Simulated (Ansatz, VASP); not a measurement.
# One calculation of Rh, two programs

```
Rh
1.0
    -0.19151    1.96618    1.91505
     1.96618   -0.19151    1.91505
     1.77468    1.77468    0.00000
Rh
1
Direct
  0.00000 0.00000 0.00000
```

Change from the starting cell: engineering shear strain xy -0.2000, equal normal strain along x and y +0.0267.

Alike in both runs: task single point; functional PBE; k mesh 20 × 20 × 20; occupations gaussian, width 0.15 eV; no spin polarisation.

```csv
,VASP,Ansatz
version,VASP 6.6.1,Ansatz 0.2.0
potentials or method,"VASP PAW PBE potentials, release 64 (Rh_pv), cutoff 520 eV","scalar-relativistic, plane waves, PAW"
valence electrons in the cell,15,17
```

Ansatz gave:

* gap on the k mesh at the Fermi level (eV): none
* pressure (GPa): -1.4
* traceless stress, the component that is largest in VASP (GPa): 25.94

Problem. What did VASP give for the same quantities?

Solution. gap on the k mesh at the Fermi level (eV): none; pressure (GPa): -1.5; traceless stress, the component that is largest in VASP (GPa): 26.01.

A gap of «none» marks a metal or a gap that the smearing closes. VASP's potentials hold 15 valence electrons a cell and Ansatz's 17, so a difference there can come from the potentials and not from the codes.
